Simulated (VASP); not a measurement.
# Al2Au (Fm-3m) in VASP: notebook, part 2 of 2

VASP 6.6.1. Earlier steps stand in the parts before.

## 3. Relaxation of the atoms, PBE

INCAR reads:

```
PREC = Accurate
ENCUT = 520
EDIFF = 1E-7
ISMEAR = -1
SIGMA = 0.05
LREAL = False
LASPH = True
NELM = 80
ALGO = Normal
ISIF = 2
LWAVE = False
LCHARG = False
GGA = PE
IBRION = 2
NSW = 80
EDIFFG = -0.02
```

KPOINTS reads:

```
Automatic mesh
0
Gamma
  10 10 10
```

POSCAR reads:

```
Al2Au
1.0
    0.0000000000      3.0000000000      3.0000000000
    3.0000000000      0.0000000000      3.0000000000
    3.0000000000      3.0000000000      0.0000000000
Al Au
2 1
Direct
    0.2500000000      0.2500000000      0.2500000000
    0.7500000000      0.7500000000      0.7500000000
    0.0000000000      0.0000000000      0.0000000000
```

Potentials or basis: VASP PAW PBE potentials, release 64 (Al, Au).

Launch:

```sh
$ cat potpaw_PBE.64/Al/POTCAR potpaw_PBE.64/Au/POTCAR > POTCAR
$ mpirun -np 1 vasp_std > vasp.out
```

OUTCAR:

```text
PREC = Accurate
   ENCUT = 520
   EDIFF = 1E-7
   ISMEAR = -1
   LREAL = False
   LASPH = True
   NELM = 80
   ISIF = 2
   GGA = PE
   IBRION = 2
   NSW = 80
   EDIFFG = -0.02

 ion  position               nearest neighbor table
   1  0.250  0.250  0.250-   3 2.60   3 2.60   3 2.60   3 2.60   2 3.00   2 3.00   2 3.00   2 3.00
                             2 3.00   2 3.00
   2  0.750  0.750  0.750-   3 2.60   3 2.60   3 2.60   3 2.60   1 3.00   1 3.00   1 3.00   1 3.00
                             1 3.00   1 3.00
   3  0.000  0.000  0.000-   2 2.60   2 2.60   2 2.60   1 2.60   2 2.60   1 2.60   1 2.60   1 2.60

  LATTYP: Found a face centered cubic cell.
 ALAT       =     6.0000000000

  Lattice vectors:

 A1 = (   0.0000000000,   3.0000000000,   3.0000000000)
 A2 = (   3.0000000000,   0.0000000000,   3.0000000000)
 A3 = (   3.0000000000,   3.0000000000,   0.0000000000)

Analysis of symmetry for initial positions (statically):
=====================================================================
 Subroutine PRICEL returns:
 Original cell was already a primitive cell.

 Routine SETGRP: Setting up the symmetry group for a
 face centered cubic supercell.

 Subroutine GETGRP returns: Found 48 space group operations
 (whereof 48 operations were pure point group operations)
 out of a pool of 48 trial point group operations.

The static configuration has the point symmetry O_h .

Analysis of symmetry for dynamics (positions and initial velocities):
=====================================================================
 Subroutine PRICEL returns:
 Original cell was already a primitive cell.

 Routine SETGRP: Setting up the symmetry group for a
 face centered cubic supercell.

 Subroutine GETGRP returns: Found 48 space group operations
 (whereof 48 operations were pure point group operations)
 out of a pool of 48 trial point group operations.

The dynamic configuration has the point symmetry O_h .

 Subroutine INISYM returns: Found 48 space group operations
 (whereof 48 operations are pure point group operations),
 and found     1 'primitive' translations

[... 121 lines left out ...]
   GGA     = PE    functional components
   LHFCALC =     F    Hartree Fock is set to
   AEXX    =    0.0000 exact exchange contribution
   IVDW    =     0    specifies the selected vdW correction
   LEPSILON=     F    determine dielectric tensor
   LRPA    =     F    only Hartree local field effects (RPA)
 conjugate gradient relaxation of ions
 non-spin polarized calculation
  energy-cutoff  :      520.00
  volume of cell :       54.00
 maximum number of plane-waves:      1470
   NGX = 15   NGY = 15   NGZ = 15

 number of electron      17.0000001 magnetization

 Free energy of the ion-electron system (eV)
  ---------------------------------------------------
  ext. energy  EPLUGINS =         0.00000000
  ---------------------------------------------------
  free energy    TOTEN  =       -12.01182935 eV

  energy without entropy =      -12.00563704  energy(sigma->0) =      -12.00873319

 E-fermi :   7.7807     XC(G=0): -10.5263

 val. band max:        7.7416749138   @ k =  -0.2000   0.1000   0.0000
 cond. band min:       7.8294581561   @ k =   0.5000   0.1000   0.0000
 fundamental gap:      0.0877832422
 Fermi energy:         7.7807388763

 k-point     1 :       0.0000    0.0000    0.0000
  band No.  band energies     occupation
      1      -2.7556      2.00000
      2       1.1980      2.00000
      3       1.1980      2.00000
      4       1.1980      2.00000
      5       2.1560      2.00000
      6       2.1560      2.00000
      7      10.0362      0.00000
      8      10.7549      0.00000
      9      10.7549      0.00000
     10      10.7549      0.00000
     11      11.7059      0.00000
     12      11.7059      0.00000
[... 331 lines left out ...]
 k-point    24 :       0.4000    0.3000    0.0000
  band No.  band energies     occupation
      1      -0.6266      2.00000
      2       0.6429      2.00000
      3       1.5875      2.00000
      4       1.7559      2.00000
      5       1.9513      2.00000
      6       2.3830      2.00000
      7       4.5321      2.00000
      8       6.1326      2.00000
      9       6.4574      2.00000
     10       9.4343      0.00000
     11      10.5245      0.00000
     12      14.6053      0.00000

 [... further k-points ...]
[... 5 lines left out ...]
  --------------------------------------------------------------------------------------
  -------------------------------------------------------------------------------------
  Total        1.0842913      1.0842913      1.0842913      0.0000000      0.0000000     -0.0000000
  in kB       32.1708684     32.1708684     32.1708684      0.0000000      0.0000000     -0.0000000
  external PRESSURE =      32.1708684 kB  Pullay stress =       0.0000000 kB

 VOLUME and BASIS-vectors are now :
 -----------------------------------------------------------------------------
  energy-cutoff  :      520.00
  volume of cell :       54.00
      direct lattice vectors                 reciprocal lattice vectors
     0.000000000  3.000000000  3.000000000    -0.166666667  0.166666667  0.166666667
     3.000000000  0.000000000  3.000000000     0.166666667 -0.166666667  0.166666667
     3.000000000  3.000000000  0.000000000     0.166666667  0.166666667 -0.166666667

 POSITION                                       TOTAL-FORCE (eV/Angst)
 -----------------------------------------------------------------------------------
      1.50000      1.50000      1.50000         0.000000      0.000000      0.000000
      4.50000      4.50000      4.50000        -0.000000     -0.000000     -0.000000
      0.00000      0.00000      0.00000        -0.000000     -0.000000      0.000000
 -----------------------------------------------------------------------------------
    total drift:                                0.000000     -0.000000      0.000000

  FREE ENERGIE OF THE ION-ELECTRON SYSTEM (eV)
  ---------------------------------------------------
  free  energy   TOTEN  =       -12.0118293469 eV

  energy  without entropy=      -12.0056370384  energy(sigma->0) =      -12.00873319

 reached required accuracy - stopping structural energy minimisation
```

OSZICAR:

```text
N       E                     dE             d eps       ncg     rms          rms(c)
DAV:   1     0.611711551332E+02    0.61171E+02   -0.70817E+03  1152   0.117E+03
DAV:   2    -0.113169562747E+02   -0.72488E+02   -0.67377E+02  1316   0.208E+02
DAV:   3    -0.132703453564E+02   -0.19534E+01   -0.19233E+01  1432   0.329E+01
DAV:   4    -0.132852339385E+02   -0.14889E-01   -0.14885E-01  1328   0.350E+00
DAV:   5    -0.132854741459E+02   -0.24021E-03   -0.24018E-03  1444   0.461E-01    0.906E+00
DAV:   6    -0.121118994850E+02    0.11736E+01   -0.64406E+00  1276   0.285E+01    0.407E+00
DAV:   7    -0.120405723291E+02    0.71327E-01   -0.28865E-01  1208   0.640E+00    0.188E+00
DAV:   8    -0.120127820244E+02    0.27790E-01   -0.25333E-02  1316   0.126E+00    0.407E-01
DAV:   9    -0.120116896759E+02    0.10923E-02   -0.36546E-03  1308   0.727E-01    0.185E-01
DAV:  10    -0.120118337096E+02   -0.14403E-03   -0.24548E-04  1240   0.129E-01    0.358E-02
DAV:  11    -0.120118277566E+02    0.59529E-05   -0.70279E-06  1384   0.236E-02    0.134E-02
DAV:  12    -0.120118292633E+02   -0.15067E-05   -0.40023E-06  1200   0.139E-02    0.327E-03
DAV:  13    -0.120118293469E+02   -0.83623E-07   -0.17999E-07  1076   0.465E-03
   1 F= -.12011829E+02 E0= -.12008733E+02  d E =-.120118E+02
```

It took 13 s on 1 thread of Intel Xeon Platinum 8375C at 2.90GHz (Ice Lake), shared host; peak memory 0.19 GiB.

Results:

| Property | Result |
| --- | --- |
| Free energy | -12.0118 eV |
| Pressure after relaxing | 3.2 GPa |

Final structure:
```cif
data_structure
_symmetry_space_group_name_H-M 'P 1'
_symmetry_Int_Tables_number 1
_cell_length_a 4.2426
_cell_length_b 4.2426
_cell_length_c 4.2426
_cell_angle_alpha 60.000
_cell_angle_beta 60.000
_cell_angle_gamma 60.000
_cell_volume 54.00
loop_
_atom_site_label
_atom_site_type_symbol
_atom_site_fract_x
_atom_site_fract_y
_atom_site_fract_z
_atom_site_occupancy
Al1 Al 0.25000 0.25000 0.25000 1
Al2 Al 0.75000 0.75000 0.75000 1
Au1 Au 0.00000 0.00000 0.00000 1
```

Levels at points of the mesh, in eV from the Fermi level:
| k point | band 5 | band 6 | band 7 | band 8 | band 9 | band 10 | band 11 | band 12 |
| --- | --- | --- | --- | --- | --- | --- | --- | --- |
| (0.00, 0.00, 0.00) | -5.62 | -5.62 | 2.26 | 2.97 | 2.97 | 2.97 | 3.93 | 3.93 |
| (0.50, 0.00, 0.00) | -5.50 | -5.50 | -5.43 | 0.37 | 0.37 | 3.31 | 3.62 | 3.83 |
| (0.50, 0.50, 0.00) | -5.77 | -5.32 | -5.00 | -2.10 | -2.10 | 1.28 | 2.11 | 7.66 |

Caveat: the relaxation stopped at its first step, so nothing moved; spin-orbit coupling is left out, which moves the levels of the heavy elements.
